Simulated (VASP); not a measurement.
Si: single point with r2SCAN

Crystal: Si.

```
CELL_PARAMETERS angstrom
2.63919 0.00000 0.00000
-1.31960 2.28561 0.00000
0.00000 0.00000 4.55316
ATOMIC_POSITIONS crystal
Si 0.25945 0.66667 0.25000
Si 0.74055 0.33333 0.75000
```

This cell differs from its parent crystal: atoms displaced along a vibrational mode.

```yaml
Program: VASP 6.6.1
Task: single point
Functional: r2SCAN
Potentials_or_basis: VASP PAW PBE potentials, release 64 (Si)
Cutoff: 520 eV
k_mesh: 24 × 24 × 14
Occupations: gaussian, width 0.15 eV
Spin: no spin polarisation
Dipole_correction: no
Further_INCAR_settings: ALGO = Normal; EDIFF = 1e-06; NBANDS = 11
```

* Pressure: 1.4 GPa
* Largest force: 0.232 eV/Å
* Band gap on the k mesh: zero (bands 4 and 5 overlap by 13.68 eV)

Forces in eV/Å, atoms in the order of the input:
```
Si  -0.191 -0.132  0.000
Si   0.191  0.132  0.000
```

Stress tensor (GPa, compression positive):
```
 1.60 -0.76  0.00
-0.76  1.07  0.00
 0.00  0.00  1.49
```

Levels at points of the mesh, in eV from the Fermi level:
| k point | band 2 | band 3 | band 4 | band 5 | band 6 | band 7 |
| --- | --- | --- | --- | --- | --- | --- |
| (0.00, 0.00, 0.00) | -8.98 | -8.06 | 9.65 | 10.58 | 10.89 | 11.25 |
| (0.50, 0.00, 0.00) | -8.55 | -1.88 | -1.84 | -1.11 | -1.04 | 4.45 |
| (0.00, 0.50, 0.00) | -8.34 | -2.23 | -1.91 | -1.50 | -0.09 | 4.62 |
| (0.50, 0.50, 0.00) | -8.17 | -2.47 | -2.40 | -1.28 | 0.71 | 4.40 |
| (0.00, 0.00, 0.50) | -14.00 | 0.26 | 0.26 | 11.41 | 11.41 | 12.02 |
| (0.50, 0.00, 0.50) | -7.10 | -6.45 | -6.45 | 5.51 | 5.51 | 6.16 |
| (0.00, 0.50, 0.50) | -7.14 | -6.43 | -6.43 | 5.41 | 5.41 | 6.85 |
| (0.50, 0.50, 0.50) | -7.21 | -6.39 | -6.39 | 5.69 | 5.69 | 6.67 |

It took 41 min on 1 thread of Intel Xeon 8259CL (shared host), peak memory 0.61 GiB.

Caveat: the cell differs from its parent crystal (atoms displaced along a vibrational mode); the PAW data sets were made with another functional, which shifts forces and pressure a little.
